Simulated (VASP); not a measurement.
Set up this calculation in VASP 6.6.1, as the native input.

```
Task                   : single point
Functional             : r2SCAN
Potentials or basis    : VASP PAW PBE potentials, release 64 (Ta_pv, Si)
Cutoff                 : 520 eV
k mesh                 : 10 × 10 × 10
Occupations            : gaussian, width 0.1 eV
Spin                   : no spin polarisation
Dipole correction      : no
Further INCAR settings : ALGO = Normal; EDIFF = 1e-07; NBANDS = 35
```

Crystal: Ta2Si.

```
Ta Si
1.0
    -3.11409    3.11409    2.55062
     3.11409   -3.11409    2.55062
     3.11409    3.11409   -2.55062
Ta Si
4 2
Direct
  0.66392 0.83608 0.50000
  0.83608 0.33608 0.17217
  0.33608 0.16392 0.50000
  0.16392 0.66392 0.82783
  0.25000 0.25000 0.00000
  0.75000 0.75000 0.00000
```

The input as run:

POSCAR

```
Ta2Si
1.0
   -3.1140920682      3.1140920682      2.5506169046
    3.1140920682     -3.1140920682      2.5506169046
    3.1140920682      3.1140920682     -2.5506169046
Ta Si
4 2
Direct
    0.6639163564      0.8360836436      0.5000000000
    0.8360836436      0.3360836436      0.1721672873
    0.3360836436      0.1639163564      0.5000000000
    0.1639163564      0.6639163564      0.8278327127
    0.2500000000      0.2500000000      0.0000000000
    0.7500000000      0.7500000000      0.0000000000
```

INCAR.step1

```
SYSTEM = Ta2Si
PREC = Accurate ; ENCUT = 520
ISMEAR = 0 ; SIGMA = 0.1
LREAL = .FALSE. ; LASPH = .TRUE.
NELM = 80 ; NBANDS = 35
GGA = PE ; ALGO = Normal
EDIFF = 1E-4 ; LWAVE = .TRUE.
LCHARG = .FALSE.
```

INCAR.step2

```
SYSTEM = Ta2Si
PREC = Accurate ; ENCUT = 520
EDIFF = 1E-7 ; ISMEAR = 0
SIGMA = 0.1 ; LREAL = .FALSE.
LASPH = .TRUE. ; NELM = 80
ALGO = Normal ; ISIF = 2
LWAVE = .FALSE. ; LCHARG = .TRUE.
METAGGA = R2SCAN ; LMIXTAU = .TRUE.
LELF = .TRUE. ; LVHAR = .TRUE.
NBANDS = 35 ; ISTART = 1
```

KPOINTS

```
regular mesh
0
G
  10 10 10
  0 0 0
```

Potentials or basis: VASP PAW PBE potentials, release 64 (Ta_pv, Si).

The run is started by

```bash
$ cat potpaw_PBE.64/Ta_pv/POTCAR potpaw_PBE.64/Si/POTCAR > POTCAR
$ cp INCAR.step1 INCAR
$ mpirun -np 1 vasp_std > vasp.out
$ cp INCAR.step2 INCAR
$ mpirun -np 1 vasp_std > vasp.out
```

Results of the run:

```yaml
Pressure: -6.0 GPa
Band_gap_on_the_k_mesh: zero (bands 26 and 27 overlap by 0.74 eV)
```

Caveat: the cell stands under tension; the PAW data sets were made with another functional, which shifts forces and pressure a little; spin-orbit coupling is left out, which moves the levels of the heavy elements.

Wall time 13 min on 1 thread of Intel(R) Xeon(R) 6975P-C (Granite Rapids), with other jobs on the host, peak memory 0.44 GiB.
